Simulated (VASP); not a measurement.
# GaAs (I-4m2) in VASP: a series of runs

The runs below take GaAs through electric field gradients, with LDA.

All numbers are computed with VASP 6.6.1; they aren't measurements. Logs are shortened: lines on timing, memory, paths and dates and some standing lists are left out, and cuts for length are marked.

## 1. The cell of the first run

Symmetry: I-4m2, No. 119, tetragonal system. The conventional cell has a = 3.878 Å, b = 3.878 Å, c = 5.654 Å, α = 90.00°, β = 90.00°, γ = 90.00°. Ga (site symmetry -4m2) has 4 As at 2.40 Å within 3.2 Å. As (site symmetry -4m2) has 4 Ga at 2.40 Å within 3.2 Å.

## 2. Electric field gradients, LDA (equal xx and yy strain of -3 %)

The input, INCAR:

```
SYSTEM = GaAs
  ALGO = Normal
  EDIFF = 1E-8
  ENCUT = 520
  GGA = CA
  ISIF = 2
  ISMEAR = -1
  LASPH = .True.
  LCHARG = .False.
  LEFG = .True.
  LREAL = .False.
  LWAVE = .False.
  NBANDS = 16
  NELM = 100
  PREC = Accurate
  SIGMA = 0.05
```

The input, KPOINTS:

```
k-points
0
Gamma
  11 11 11
  0 0 0
```

The input, POSCAR:

```
GaAs
1.0
    0.0000000000      2.7420445000      2.8268500000
    2.7420445000      0.0000000000      2.8268500000
    2.7420445000      2.7420445000      0.0000000000
Ga As
1 1
Direct
    0.0000000000      0.0000000000      0.0000000000
    0.7500000000      0.7500000000      0.7500000000
```

Potentials or basis: VASP PAW LDA potentials, release 64 (Ga_d, As).

Started as:

```console
> cat potpaw_LDA.64/Ga_d/POTCAR potpaw_LDA.64/As/POTCAR > POTCAR
> mpirun -np 1 vasp_std > vasp.out
```

OUTCAR:

```text
SYSTEM = GaAs
   EDIFF = 1E-8
   ENCUT = 520
   GGA = CA
   ISIF = 2
   ISMEAR = -1
   LASPH = .True.
   LREAL = .False.
   NELM = 100
   PREC = Accurate

 ion  position               nearest neighbor table
   1  0.000  0.000  0.000-   2 2.40   2 2.40   2 2.40   2 2.40
   2  0.750  0.750  0.750-   1 2.40   1 2.40   1 2.40   1 2.40

  LATTYP: Found a body centered tetragonal cell.
 ALAT       =     3.8778365205
 C/A-ratio  =     1.4579521262

  Lattice vectors:

 A1 = (  -2.7420445000,   0.0000000000,   2.8268500000)
 A2 = (   2.7420445000,   0.0000000000,   2.8268500000)
 A3 = (   0.0000000000,   2.7420445000,  -2.8268500000)

Analysis of symmetry for initial positions (statically):
=====================================================================
 Subroutine PRICEL returns:
 Original cell was already a primitive cell.

 Routine SETGRP: Setting up the symmetry group for a
 body centered tetragonal supercell.

 Subroutine GETGRP returns: Found  8 space group operations
 (whereof  8 operations were pure point group operations)
 out of a pool of 16 trial point group operations.

The static configuration has the point symmetry D_2d.

Analysis of symmetry for dynamics (positions and initial velocities):
=====================================================================
 Subroutine PRICEL returns:
 Original cell was already a primitive cell.

 Routine SETGRP: Setting up the symmetry group for a
 body centered tetragonal supercell.

 Subroutine GETGRP returns: Found  8 space group operations
 (whereof  8 operations were pure point group operations)
 out of a pool of 16 trial point group operations.

The dynamic configuration has the point symmetry D_2d.

 Subroutine INISYM returns: Found  8 space group operations
 (whereof  8 operations are pure point group operations),
 and found     1 'primitive' translations

----------------------------------------------------------------------------------------

                                     Primitive cell

  volume of cell :      42.5091

  direct lattice vectors                    reciprocal lattice vectors
     0.000000000  2.742044500  2.826850000    -0.182345691  0.182345691  0.176875321
     2.742044500  0.000000000  2.826850000     0.182345691 -0.182345691  0.176875321
     2.742044500  2.742044500  0.000000000     0.182345691  0.182345691 -0.176875321

  length of vectors
     3.938259636  3.938259636  3.877836521     0.312705582  0.312705582  0.312705582

  position of ions in fractional coordinates (direct lattice)
     0.000000000  0.000000000  0.000000000
     0.750000000  0.750000000  0.750000000

  ion indices of the primitive-cell ions
   primitive index   ion index
                 1           1
                 2           2

----------------------------------------------------------------------------------------

 KPOINTS: k-points

Automatic generation of k-mesh.
 Grid dimensions read from file:
 generate k-points for:   11   11   11

 Generating k-lattice:

  Cartesian coordinates                     Fractional coordinates (reciprocal lattice)
    -0.016576881  0.016576881  0.016079575     0.090909091  0.000000000  0.000000000
     0.016576881 -0.016576881  0.016079575     0.000000000  0.090909091  0.000000000
     0.016576881  0.016576881 -0.016079575     0.000000000  0.000000000  0.090909091

  Length of vectors
     0.028427780  0.028427780  0.028427780

  Shift w.r.t. Gamma in fractional coordinates (k-lattice)
     0.000000000  0.000000000  0.000000000

 Subroutine IBZKPT returns following result:
 ===========================================

 Found    126 irreducible k-points:

 Following reciprocal coordinates:
            Coordinates               Weight
  0.000000  0.000000  0.000000      1.000000
  0.090909 -0.000000  0.000000      8.000000
  0.181818  0.000000  0.000000      8.000000
  0.272727 -0.000000  0.000000      8.000000
  0.363636  0.000000  0.000000      8.000000
  0.454545 -0.000000  0.000000      8.000000
[... 16 lines left out ...]
 -0.272727  0.181818  0.000000      8.000000
 -0.181818  0.181818  0.000000      4.000000
 [... further k-points ...]
   k-points           NKPTS =    126   k-points in BZ     NKDIM =    126   number of bands    NBANDS=     16
   number of dos      NEDOS =    301   number of ions     NIONS =      2
   total plane-waves  NPLWV =  27000
   dimension x,y,z NGX =    30 NGY =   30 NGZ =   30
   dimension x,y,z NGXF=    60 NGYF=   60 NGZF=   60
   ions per type =               1   1
   NGX,Y,Z   is equivalent  to a cutoff of  12.66, 12.66, 12.86 a.u.
   NGXF,Y,Z  is equivalent  to a cutoff of  25.33, 25.33, 25.72 a.u.
 SYSTEM =  GaAs
   PREC   = accura    normal or accurate (medium, high low for compatibility)
   ISTART =      0    job   : 0-new  1-cont  2-samecut
   ICHARG =      2    charge: 1-file 2-atom 10-const
   ISPIN  =      1    spin polarized calculation?
   LNONCOLLINEAR =      F non collinear calculations
   LSORBIT =      F    spin-orbit coupling
   LASPH  =      T    aspherical Exc in radial PAW
   ENCUT  =  520.0 eV  38.22 Ry    6.18 a.u.   7.32  7.32  7.21*2*pi/ulx,y,z
   NELM   =    100;   NELMIN=  2; NELMDL= -5     # of ELM steps
   EDIFF  = 0.1E-07   stopping-criterion for ELM
   LREAL  =      F    real-space projection
   EDIFFG = 0.1E-06   stopping-criterion for IOM
   NSW    =      0    number of steps for IOM
   IBRION =     -1    ionic relax: 0-MD 1-quasi-New 2-CG
   NFREE  =      0    steps in history (QN), initial steepest desc. (CG)
   ISIF   =      2    stress and relaxation
   ISYM   =      2    0-nonsym 1-usesym 2-fastsym
   POTIM  = 0.5000    time-step for ionic-motion
   TEBEG  =    0.0;   TEEND  =   0.0 temperature during run
   PSTRESS=    0.0 pullay stress
   NELECT =      18.0000    total number of electrons
   NUPDOWN=      -1.0000    fix difference up-down
   EMIN   =  10.00;   EMAX   =-10.00  energy-range for DOS
   EFERMI =   0.00;   METHOD = LEGACY
   ISMEAR =    -1;   SIGMA  =   0.05  broadening in eV -4-tet -1-fermi 0-gaus
   EFERMI_NEDOS =   21; number of points for ismear=-14 and -15
   IALGO  =     38    algorithm
   IMIX   =      4    mixing-type and parameters
     AMIX     =   0.40;   BMIX     =  1.00
     AMIX_MAG =   1.60;   BMIX_MAG =  1.00
  volume/ion in A,a.u.               =      21.25       143.43
  Fermi-wavevector in a.u.,A,eV,Ry     =   1.229339  2.323114 20.562144  1.511275
  Thomas-Fermi vector in A             =   2.364230
   LORBIT       =      0    0 simple, 1 ext, 2 COOP (PROOUT), +10 PAW based schemes
   GGA     = CA    functional components
   LHFCALC =     F    Hartree Fock is set to
   AEXX    =    0.0000 exact exchange contribution
   IVDW    =     0    specifies the selected vdW correction
   LEPSILON=     F    determine dielectric tensor
   LRPA    =     F    only Hartree local field effects (RPA)
 non-spin polarized calculation
  energy-cutoff  :      520.00
  volume of cell :       42.51
 maximum number of plane-waves:      1165
 NGX is ok and might be reduce to    30
   NGX = 15   NGY = 15   NGZ = 15

 number of electron      18.0000007 magnetization

 Free energy of the ion-electron system (eV)
  ---------------------------------------------------
  ext. energy  EPLUGINS =         0.00000000
  ---------------------------------------------------
  free energy    TOTEN  =        -9.62084415 eV

  energy without entropy =       -9.62084253  energy(sigma->0) =       -9.62084334

 E-fermi :   4.8544     XC(G=0): -10.1846

 val. band max:        4.4656396257   @ k =   0.0000   0.0000   0.0000
 cond. band min:       5.1934493904   @ k =   0.0000   0.0000   0.0000
 fundamental gap:      0.7278097647
 Fermi energy:         4.8543995864

 k-point     1 :       0.0000    0.0000    0.0000
  band No.  band energies     occupation
      1     -10.6542      2.00000
      2     -10.6468      2.00000
      3     -10.6468      2.00000
      4     -10.5568      2.00000
      5     -10.5544      2.00000
      6      -8.8148      2.00000
[... 8 lines left out ...]
     15      14.3863      0.00000
     16      15.0433      0.00000

 k-point     2 :       0.0909   -0.0000    0.0000
  band No.  band energies     occupation
      1     -10.6599      2.00000
      2     -10.6484      2.00000
      3     -10.6445      2.00000
      4     -10.5571      2.00000
      5     -10.5544      2.00000
      6      -8.7085      2.00000
[... 8 lines left out ...]
     15      13.7543      0.00000
     16      14.2865      0.00000

 k-point     3 :       0.1818    0.0000    0.0000
  band No.  band energies     occupation
      1     -10.6829      2.00000
      2     -10.6432      2.00000
      3     -10.6386      2.00000
      4     -10.5576      2.00000
      5     -10.5540      2.00000
      6      -8.4007      2.00000
[... 8 lines left out ...]
     15      13.5357      0.00000
     16      13.6251      0.00000

 k-point     4 :       0.2727   -0.0000    0.0000
  band No.  band energies     occupation
      1     -10.7104      2.00000
      2     -10.6364      2.00000
      3     -10.6317      2.00000
      4     -10.5573      2.00000
      5     -10.5524      2.00000
      6      -7.9267      2.00000
[... 8 lines left out ...]
     15      13.6649      0.00000
     16      13.6753      0.00000

 k-point     5 :       0.3636    0.0000    0.0000
  band No.  band energies     occupation
      1     -10.7334      2.00000
      2     -10.6312      2.00000
      3     -10.6265      2.00000
      4     -10.5559      2.00000
      5     -10.5498      2.00000
      6      -7.3675      2.00000
[... 8 lines left out ...]
     15      14.5372      0.00000
     16      14.6884      0.00000

 k-point     6 :       0.4545   -0.0000    0.0000
  band No.  band energies     occupation
      1     -10.7461      2.00000
      2     -10.6287      2.00000
      3     -10.6240      2.00000
      4     -10.5545      2.00000
      5     -10.5477      2.00000
      6      -6.9242      2.00000
[... 8 lines left out ...]
     15      15.9183      0.00000
     16      16.1978      0.00000
[... 267 lines left out ...]
 k-point    21 :      -0.4545    0.1818    0.0000
  band No.  band energies     occupation
      1     -10.7539      2.00000
      2     -10.6220      2.00000
      3     -10.6129      2.00000
      4     -10.5559      2.00000
      5     -10.5538      2.00000
      6      -6.6007      2.00000
[... 8 lines left out ...]
     15      15.6491      0.00000
     16      15.8287      0.00000

 k-point    22 :      -0.3636    0.1818    0.0000
  band No.  band energies     occupation
      1     -10.7495      2.00000
      2     -10.6235      2.00000
      3     -10.6156      2.00000
      4     -10.5578      2.00000
      5     -10.5525      2.00000
      6      -6.7522      2.00000
[... 8 lines left out ...]
     15      14.3060      0.00000
     16      15.9673      0.00000

 k-point    23 :      -0.2727    0.1818    0.0000
  band No.  band energies     occupation
      1     -10.7368      2.00000
      2     -10.6262      2.00000
      3     -10.6214      2.00000
      4     -10.5611      2.00000
      5     -10.5510      2.00000
      6      -7.2332      2.00000
[... 8 lines left out ...]
     15      14.8891      0.00000
     16      16.8696      0.00000

 k-point    24 :      -0.1818    0.1818    0.0000
  band No.  band energies     occupation
      1     -10.7180      2.00000
      2     -10.6310      2.00000
      3     -10.6290      2.00000
      4     -10.5619      2.00000
      5     -10.5511      2.00000
      6      -7.7527      2.00000
[... 8 lines left out ...]
     15      14.7739      0.00000
     16      15.5263      0.00000

 [... further k-points ...]
[... 5 lines left out ...]
  --------------------------------------------------------------------------------------
  -------------------------------------------------------------------------------------
  Total        1.0029351      1.0029351      0.4538588      0.0000000      0.0000000      0.0000000
  in kB       37.8008585     37.8008585     17.1060437      0.0000000      0.0000000      0.0000000
  external PRESSURE =      30.9025869 kB  Pullay stress =       0.0000000 kB

 VOLUME and BASIS-vectors are now :
 -----------------------------------------------------------------------------
  energy-cutoff  :      520.00
  volume of cell :       42.51
      direct lattice vectors                 reciprocal lattice vectors
     0.000000000  2.742044500  2.826850000    -0.182345691  0.182345691  0.176875321
     2.742044500  0.000000000  2.826850000     0.182345691 -0.182345691  0.176875321
     2.742044500  2.742044500  0.000000000     0.182345691  0.182345691 -0.176875321

 POSITION                                       TOTAL-FORCE (eV/Angst)
 -----------------------------------------------------------------------------------
      0.00000      0.00000      0.00000        -0.000000     -0.000000     -0.000000
      4.11307      4.11307      4.24027         0.000000      0.000000      0.000000
 -----------------------------------------------------------------------------------
    total drift:                                0.000001      0.000001     -0.000001

  FREE ENERGIE OF THE ION-ELECTRON SYSTEM (eV)
  ---------------------------------------------------
  free  energy   TOTEN  =        -9.6208441510 eV

  energy  without entropy=       -9.6208425315  energy(sigma->0) =       -9.62084334

 Electric field gradients (V/A^2)
---------------------------------------------------------------------
 ion       V_xx      V_yy      V_zz      V_xy      V_xz      V_yz
---------------------------------------------------------------------
   1       2.414     2.414    -4.829    -0.004    -0.002    -0.002
   2      -4.067    -4.067     8.134    -0.000     0.000     0.000
---------------------------------------------------------------------

 Electric field gradients after diagonalization (V/A^2)
 (convention: |V_zz| > |V_xx| > |V_yy|)
----------------------------------------------------------------------
 ion       V_xx      V_yy      V_zz     asymmetry (V_yy - V_xx)/ V_zz
----------------------------------------------------------------------
   1       2.418     2.410    -4.829       0.002
   2      -4.067    -4.067     8.134       0.000
----------------------------------------------------------------------

           NMR quadrupolar parameters

 Cq : quadrupolar parameter    Cq=e*Q*V_zz/h
 eta: asymmetry parameters     (V_yy - V_xx)/ V_zz
 Q  : nuclear electric quadrupole moment in mb (millibarn)
----------------------------------------------------------------------
 ion       Cq(MHz)       eta       Q (mb)
----------------------------------------------------------------------
   1      -0.012       0.002       1.000
   2       0.020       0.000       1.000
----------------------------------------------------------------------
```

It took 51 s on 1 thread of Intel Xeon Platinum 8488C (Sapphire Rapids), shared host; peak memory 0.21 GiB.

Results:

```
Free energy                             : -9.6208 eV
Pressure                                : 3.1 GPa
Band gap on the k mesh                  : 0.73 eV
Largest electric field gradient by atom : Ga -4.8; As +8.1 V/Å²
```

Stress tensor (GPa, compression positive):
```
3.78 0.00 0.00
0.00 3.78 0.00
0.00 0.00 1.71
```

Levels at points of the mesh, in eV from the valence-band top:
| k point | band 6 | band 7 | band 8 | band 9 | band 10 | band 11 | band 12 | band 13 |
| --- | --- | --- | --- | --- | --- | --- | --- | --- |
| (0.00, 0.00, 0.00) | -13.28 | -0.19 | 0.00 | 0.00 | 0.73 | 3.60 | 3.60 | 3.68 |

Electric field gradients, principal values (V/Å²):
| atom | least | middle | greatest (by size) |
| --- | --- | --- | --- |
| 1 Ga | 2.410 | 2.418 | -4.829 |
| 2 As | -4.067 | -4.067 | 8.134 |

Caveat: the cell differs from its parent crystal (equal xx and yy strain of -3 %); the cell stands under pressure; without QUAD_EFG the Cq values of the log hold for a quadrupole moment of 1 mb, not for the nuclei; an odd mesh through Γ misses points on the zone boundary, where band edges can lie.

(Part 1 of 2 ends here.)
